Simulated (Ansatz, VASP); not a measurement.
Tl: VASP beside Ansatz

```xyz
1
Lattice="-1.9718 1.9718 1.9212 1.9718 -1.9718 1.9212 1.9718 1.9718 -1.9212" Properties=species:S:1:pos:R:3 pbc="T T T"
Tl    0.0000    0.0000    0.0000
```

Alike in both runs: functional r2SCAN; k mesh 10 × 10 × 10; occupations gaussian, width 0.1 eV; no spin polarisation.

Ansatz relaxed the structure, and its values are those at the end. VASP's run is a single point on that final structure, the one shown.

|  | VASP | Ansatz |
| --- | --- | --- |
| version | VASP 6.6.1 | Ansatz 0.2.0 |
| potentials or method | VASP PAW PBE potentials, release 64 (Tl_d), cutoff 520 eV | scalar-relativistic, plane waves, PAW |
| valence electrons in the cell | 13 | 13 |

```csv
,VASP,Ansatz,Ansatz less VASP
gap on the k mesh at the Fermi level (eV),none,none,-
pressure (GPa),0.1,0.1,+0.02
```

VASP's potentials were made for PBE, not for r2SCAN. A gap of «none» marks a metal or a gap that the smearing closes.

Spin-orbit coupling is off throughout.
